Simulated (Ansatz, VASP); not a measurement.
## Ti in VASP and in Ansatz

```
CELL_PARAMETERS angstrom
-1.64100 1.64100 1.64100
1.64100 -1.64100 1.64100
3.28200 3.28200 0.00000
ATOMIC_POSITIONS crystal
Ti 0.95799 0.04201 0.00000
Ti 0.54201 0.45799 0.50000
```

Change from the starting cell: mode 1 (-158.0 1/cm) frozen in, largest displacement +0.195 Å.

Alike in both runs: task single point; functional PBEsol; k mesh 18 × 18 × 10; occupations gaussian, width 0.15 eV; no spin polarisation.

```csv
,VASP,Ansatz
version,VASP 6.6.1,Ansatz 0.2.0
potentials or method,"VASP PAW PBE potentials, release 64 (Ti_sv), cutoff 520 eV","scalar-relativistic, plane waves, PAW"
valence electrons in the cell,24,24
```

Ansatz gave:

| Quantity | Value |
| --- | --- |
| gap on the k mesh at the Fermi level (eV) | none |
| pressure (GPa) | -6.4 |
| traceless stress, the component that is largest in VASP (GPa) | -2.98 |
| rms of the force components (eV/Å) | 0.106 |

Estimate VASP's values.

gap on the k mesh at the Fermi level (eV): none; pressure (GPa): -6.7; traceless stress, the component that is largest in VASP (GPa): -2.96; rms of the force components (eV/Å): 0.107.

VASP's potentials were made for PBE, not for PBEsol. Atom by atom the forces differ by 0.001 eV/Å (rms over components). A gap of «none» marks a metal or a gap that the smearing closes. The functional is the same, so the differences come from potentials, cutoffs and numerics.
